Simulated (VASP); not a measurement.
# ZnS3 (P6_3/mcm) in VASP: single point with PBE

Aim: the single point of ZnS3 with PBE.

Program: VASP 6.6.1. These are calculated values, not measurements. Logs are shortened: lines on timing, memory, paths and dates and some standing lists are left out, and cuts for length are marked.

## Step 1: The cell of the first run

The structure is hexagonal, space group P6_3/mcm (No. 193). The conventional cell has a = 4.791 Å, b = 4.791 Å, c = 6.983 Å, α = 90.00°, β = 90.00°, γ = 120.00°. Zn (site symmetry -3m) has 12 S at 2.57 to 3.39 Å and 2 Zn at 3.49 Å within 3.5 Å. Within 3.4 Å of S (site symmetry m2m) lie 6 S at 2.55 to 3.26 Å and 4 Zn at 2.57 to 3.39 Å.

The cell was built from a structure type or drawn by symmetry, and may not be a known phase.

## Step 2: Single point, PBE

Input file INCAR:

```
SYSTEM = ZnS3
PREC = Accurate ; ENCUT = 520
EDIFF = 1E-6 ; ISMEAR = 0
SIGMA = 0.1 ; LREAL = .False.
LASPH = .True. ; NELM = 60
ALGO = Normal ; ISIF = 2
LWAVE = .False. ; LCHARG = .True.
GGA = PE ; LELF = .True.
LVHAR = .True. ; NBANDS = 40
```

Input file KPOINTS:

```
regular mesh
0
Gamma
  12 12 6
  0 0 0
```

Input file POSCAR:

```
ZnS3
1.0
    4.7906786581      0.0000000000      0.0000000000
   -2.3953393290      4.1488494193      0.0000000000
    0.0000000000      0.0000000000      6.9827247845
Zn S
2 6
Direct
    0.0000000000      0.0000000000      0.0000000000
    0.0000000000      0.0000000000      0.5000000000
    0.3931521163      0.0000000000      0.2500000000
    0.3931521163      0.3931521163      0.7500000000
    0.0000000000      0.3931521163      0.2500000000
    0.6068478837      0.0000000000      0.7500000000
    0.6068478837      0.6068478837      0.2500000000
    0.0000000000      0.6068478837      0.7500000000
```

Potentials or basis: VASP PAW PBE potentials, release 64 (Zn, S).

Started as:

```sh
cat potpaw_PBE.64/Zn/POTCAR potpaw_PBE.64/S/POTCAR > POTCAR
mpirun -np 1 vasp_std > vasp.out
```

OUTCAR:

```text
SYSTEM = ZnS3
   PREC = Accurate
   ENCUT = 520
   EDIFF = 1E-6
   ISMEAR = 0
   LREAL = .False.
   LASPH = .True.
   NELM = 60
   ISIF = 2
   GGA = PE

 ion  position               nearest neighbor table
   1  0.000  0.000  0.000-   5 2.57   8 2.57   6 2.57   3 2.57   7 2.57   4 2.57
   2  0.000  0.000  0.500-   5 2.57   8 2.57   6 2.57   3 2.57   7 2.57   4 2.57
   3  0.393  0.000  0.250-   7 2.55   7 2.55   5 2.55   5 2.55   1 2.57   2 2.57
   4  0.393  0.393  0.750-   6 2.55   8 2.55   6 2.55   8 2.55   1 2.57   2 2.57
   5  0.000  0.393  0.250-   7 2.55   7 2.55   3 2.55   3 2.55   1 2.57   2 2.57
   6  0.607  0.000  0.750-   4 2.55   4 2.55   8 2.55   8 2.55   2 2.57   1 2.57
   7  0.607  0.607  0.250-   3 2.55   5 2.55   3 2.55   5 2.55   1 2.57   2 2.57
   8  0.000  0.607  0.750-   4 2.55   4 2.55   6 2.55   6 2.55   2 2.57   1 2.57

  LATTYP: Found a hexagonal cell.
 ALAT       =     4.7906786581
 C/A-ratio  =     1.4575648427

  Lattice vectors:

 A1 = (   4.7906786581,   0.0000000000,   0.0000000000)
 A2 = (  -2.3953393290,   4.1488494193,   0.0000000000)
 A3 = (   0.0000000000,   0.0000000000,   6.9827247845)

Analysis of symmetry for initial positions (statically):
=====================================================================
 Subroutine PRICEL returns:
 Original cell was already a primitive cell.

 Routine SETGRP: Setting up the symmetry group for a
 hexagonal supercell.

 Subroutine GETGRP returns: Found 24 space group operations
 (whereof 12 operations were pure point group operations)
 out of a pool of 24 trial point group operations.

The static configuration has the point symmetry D_3d.
 The point group associated with its full space group is D_6h.

Analysis of symmetry for dynamics (positions and initial velocities):
=====================================================================
 Subroutine PRICEL returns:
 Original cell was already a primitive cell.

 Routine SETGRP: Setting up the symmetry group for a
 hexagonal supercell.

 Subroutine GETGRP returns: Found 24 space group operations
 (whereof 12 operations were pure point group operations)
 out of a pool of 24 trial point group operations.

The dynamic configuration has the point symmetry D_3d.
 The point group associated with its full space group is D_6h.

 Subroutine INISYM returns: Found 24 space group operations
 (whereof 12 operations are pure point group operations),
 and found     1 'primitive' translations

----------------------------------------------------------------------------------------

                                     Primitive cell

  volume of cell :     138.7873

  direct lattice vectors                    reciprocal lattice vectors
     4.790678658  0.000000000  0.000000000     0.208738693  0.120515340  0.000000000
    -2.395339329  4.148849419  0.000000000     0.000000000  0.241030681  0.000000000
     0.000000000  0.000000000  6.982724785     0.000000000  0.000000000  0.143210570

  length of vectors
     4.790678658  4.790678658  6.982724785     0.241030681  0.241030681  0.143210570

  position of ions in fractional coordinates (direct lattice)
     0.000000000  0.000000000  0.000000000
     0.000000000  0.000000000  0.500000000
     0.393152116  0.000000000  0.250000000
     0.393152116  0.393152116  0.750000000
     1.000000000  0.393152116  0.250000000
     0.606847884  0.000000000  0.750000000
     0.606847884  0.606847884  0.250000000
     1.000000000  0.606847884  0.750000000

  ion indices of the primitive-cell ions
   primitive index   ion index
                 1           1
                 2           2
                 3           3
                 4           4
                 5           5
                 6           6
                 7           7
                 8           8

----------------------------------------------------------------------------------------

 KPOINTS: regular mesh

Automatic generation of k-mesh.
 Grid dimensions read from file:
 generate k-points for:   12   12    6

 Generating k-lattice:

  Cartesian coordinates                     Fractional coordinates (reciprocal lattice)
     0.017394891  0.010042945  0.000000000     0.083333333  0.000000000  0.000000000
     0.000000000  0.020085890  0.000000000     0.000000000  0.083333333  0.000000000
     0.000000000  0.000000000  0.023868428     0.000000000  0.000000000  0.166666667

  Length of vectors
     0.020085890  0.020085890  0.023868428

  Shift w.r.t. Gamma in fractional coordinates (k-lattice)
     0.000000000  0.000000000  0.000000000

 Subroutine IBZKPT returns following result:
 ===========================================

 Found     76 irreducible k-points:

 Following reciprocal coordinates:
            Coordinates               Weight
  0.000000  0.000000  0.000000      1.000000
  0.083333 -0.000000  0.000000      6.000000
  0.166667 -0.000000  0.000000      6.000000
  0.250000 -0.000000  0.000000      6.000000
  0.333333 -0.000000  0.000000      6.000000
  0.416667 -0.000000  0.000000      6.000000
[... 16 lines left out ...]
  0.250000 -0.000000  0.166667     12.000000
  0.333333 -0.000000  0.166667     12.000000
 [... further k-points ...]
   k-points           NKPTS =     76   k-points in BZ     NKDIM =     76   number of bands    NBANDS=     40
   number of dos      NEDOS =    301   number of ions     NIONS =      8
   total plane-waves  NPLWV =  69984
   dimension x,y,z NGX =    36 NGY =   36 NGZ =   54
   dimension x,y,z NGXF=    72 NGYF=   72 NGZF=  108
   ions per type =               2   6
   NGX,Y,Z   is equivalent  to a cutoff of  12.49, 12.49, 12.86 a.u.
   NGXF,Y,Z  is equivalent  to a cutoff of  24.99, 24.99, 25.71 a.u.
 SYSTEM =  ZnS3
   PREC   = accura    normal or accurate (medium, high low for compatibility)
   ISTART =      0    job   : 0-new  1-cont  2-samecut
   ICHARG =      2    charge: 1-file 2-atom 10-const
   ISPIN  =      1    spin polarized calculation?
   LNONCOLLINEAR =      F non collinear calculations
   LSORBIT =      F    spin-orbit coupling
   LASPH  =      T    aspherical Exc in radial PAW
   ENCUT  =  520.0 eV  38.22 Ry    6.18 a.u.   8.91  8.91 12.98*2*pi/ulx,y,z
   NELM   =     60;   NELMIN=  2; NELMDL= -5     # of ELM steps
   EDIFF  = 0.1E-05   stopping-criterion for ELM
   LREAL  =      F    real-space projection
   EDIFFG = 0.1E-04   stopping-criterion for IOM
   NSW    =      0    number of steps for IOM
   IBRION =     -1    ionic relax: 0-MD 1-quasi-New 2-CG
   NFREE  =      0    steps in history (QN), initial steepest desc. (CG)
   ISIF   =      2    stress and relaxation
   ISYM   =      2    0-nonsym 1-usesym 2-fastsym
   POTIM  = 0.5000    time-step for ionic-motion
   TEBEG  =    0.0;   TEEND  =   0.0 temperature during run
   PSTRESS=    0.0 pullay stress
   NELECT =      60.0000    total number of electrons
   NUPDOWN=      -1.0000    fix difference up-down
   EMIN   =  10.00;   EMAX   =-10.00  energy-range for DOS
   EFERMI =   0.00;   METHOD = LEGACY
   ISMEAR =     0;   SIGMA  =   0.10  broadening in eV -4-tet -1-fermi 0-gaus
   EFERMI_NEDOS =   21; number of points for ismear=-14 and -15
   IALGO  =     38    algorithm
   IMIX   =      4    mixing-type and parameters
     AMIX     =   0.40;   BMIX     =  1.00
     AMIX_MAG =   1.60;   BMIX_MAG =  1.00
  volume/ion in A,a.u.               =      17.35       117.07
  Fermi-wavevector in a.u.,A,eV,Ry     =   1.237871  2.339237 20.848540  1.532324
  Thomas-Fermi vector in A             =   2.372420
   LORBIT       =      0    0 simple, 1 ext, 2 COOP (PROOUT), +10 PAW based schemes
   GGA     = PE    functional components
   LHFCALC =     F    Hartree Fock is set to
   AEXX    =    0.0000 exact exchange contribution
   IVDW    =     0    specifies the selected vdW correction
   LEPSILON=     F    determine dielectric tensor
   LRPA    =     F    only Hartree local field effects (RPA)
 non-spin polarized calculation
 Gauss-broadening in eV      SIGMA  =   0.10
  energy-cutoff  :      520.00
  volume of cell :      138.79
 maximum number of plane-waves:      3768
 NGX is ok and might be reduce to    36
   NGX = 17   NGY = 17   NGZ = 25

 number of electron      59.9999990 magnetization

 Free energy of the ion-electron system (eV)
  ---------------------------------------------------
  ext. energy  EPLUGINS =         0.00000000
  ---------------------------------------------------
  free energy    TOTEN  =       -25.46444679 eV

  energy without entropy =      -25.44967406  energy(sigma->0) =      -25.45706042

 E-fermi :   5.2900     XC(G=0): -10.4902

 val. band max:        5.2807150743   @ k =   0.3333   0.0833   0.1667
 cond. band min:       5.3088411178   @ k =   0.4167   0.0833   0.5000
 fundamental gap:      0.0281260434
 Fermi energy:         5.2900097359

 k-point     1 :       0.0000    0.0000    0.0000
  band No.  band energies     occupation
      1     -10.8207      2.00000
      2     -10.2732      2.00000
      3      -5.9867      2.00000
      4      -5.9867      2.00000
      5      -5.6995      2.00000
      6      -5.6995      2.00000
[... 32 lines left out ...]
     39      10.3424      0.00000
     40      13.0589      0.00000

 k-point     2 :       0.0833   -0.0000    0.0000
  band No.  band energies     occupation
      1     -10.7710      2.00000
      2     -10.2269      2.00000
      3      -6.1365      2.00000
      4      -6.0289      2.00000
      5      -5.8437      2.00000
      6      -5.7673      2.00000
[... 32 lines left out ...]
     39      10.5883      0.00000
     40      12.6426      0.00000

 k-point     3 :       0.1667   -0.0000    0.0000
  band No.  band energies     occupation
      1     -10.6231      2.00000
      2     -10.0893      2.00000
      3      -6.5461      2.00000
      4      -6.2319      2.00000
      5      -6.1334      2.00000
      6      -5.9313      2.00000
[... 32 lines left out ...]
     39      11.3344      0.00000
     40      12.0120      0.00000

 k-point     4 :       0.2500   -0.0000    0.0000
  band No.  band energies     occupation
      1     -10.3805      2.00000
      2      -9.8649      2.00000
      3      -7.1158      2.00000
      4      -6.7549      2.00000
      5      -6.2674      2.00000
      6      -6.1177      2.00000
[... 32 lines left out ...]
     39      11.2554      0.00000
     40      11.9126      0.00000
[... 772 lines left out ...]
     39      11.1322      0.00000
     40      11.3284      0.00000

 k-point    23 :       0.2500   -0.0000    0.1667
  band No.  band energies     occupation
      1     -10.3496      2.00000
      2      -9.9037      2.00000
      3      -7.0936      2.00000
      4      -6.7814      2.00000
      5      -6.2573      2.00000
      6      -6.1275      2.00000
[... 32 lines left out ...]
     39      10.9940      0.00000
     40      12.2623      0.00000

 k-point    24 :       0.3333   -0.0000    0.1667
  band No.  band energies     occupation
      1     -10.0223      2.00000
      2      -9.6015      2.00000
      3      -7.7131      2.00000
      4      -7.3518      2.00000
      5      -6.3799      2.00000
      6      -6.2826      2.00000
[... 32 lines left out ...]
     39      11.4706      0.00000
     40      12.1835      0.00000

 [... further k-points ...]
[... 5 lines left out ...]
  --------------------------------------------------------------------------------------
  -------------------------------------------------------------------------------------
  Total       -0.0210272     -0.0210272      0.0098107     -0.0000000      0.0000000      0.0000000
  in kB       -0.2427406     -0.2427406      0.1132562     -0.0000000      0.0000000      0.0000000
  external PRESSURE =      -0.1240750 kB  Pullay stress =       0.0000000 kB

 VOLUME and BASIS-vectors are now :
 -----------------------------------------------------------------------------
  energy-cutoff  :      520.00
  volume of cell :      138.79
      direct lattice vectors                 reciprocal lattice vectors
     4.790678658  0.000000000  0.000000000     0.208738693  0.120515340  0.000000000
    -2.395339329  4.148849419  0.000000000     0.000000000  0.241030681  0.000000000
     0.000000000  0.000000000  6.982724785     0.000000000  0.000000000  0.143210570

 POSITION                                       TOTAL-FORCE (eV/Angst)
 -----------------------------------------------------------------------------------
      0.00000      0.00000      0.00000        -0.000000      0.000000      0.000000
      0.00000      0.00000      3.49136        -0.000000      0.000000      0.000000
      1.88347      0.00000      1.74568         0.017775      0.000000     -0.000000
      0.94173      1.63113      5.23704         0.008888      0.015394      0.000000
     -0.94173      1.63113      1.74568        -0.008888      0.015394     -0.000000
      2.90721      0.00000      5.23704        -0.017775      0.000000      0.000000
      1.45361      2.51772      1.74568        -0.008888     -0.015394     -0.000000
     -1.45361      2.51772      5.23704         0.008888     -0.015394      0.000000
 -----------------------------------------------------------------------------------
    total drift:                               -0.000000      0.000000      0.000000

  FREE ENERGIE OF THE ION-ELECTRON SYSTEM (eV)
  ---------------------------------------------------
  free  energy   TOTEN  =       -25.4644467885 eV

  energy  without entropy=      -25.4496740586  energy(sigma->0) =      -25.45706042
```

Run time: 8.9 min. Hardware: 1 thread of AMD EPYC 7R13, shared host; peak memory 0.43 GiB.

What came out:

```yaml
Free_energy: -25.4644 eV
Pressure: 0.0 GPa
Largest_force: 0.018 eV/Å
Band_gap_on_the_k_mesh: zero (bands 30 and 31 overlap by 1.40 eV)
```

Forces on the atoms (eV/Å):
```
Zn   0.000  0.000  0.000
Zn   0.000  0.000  0.000
S    0.018  0.000  0.000
S    0.009  0.015  0.000
S   -0.009  0.015  0.000
S   -0.018  0.000  0.000
S   -0.009 -0.015  0.000
S    0.009 -0.015  0.000
```
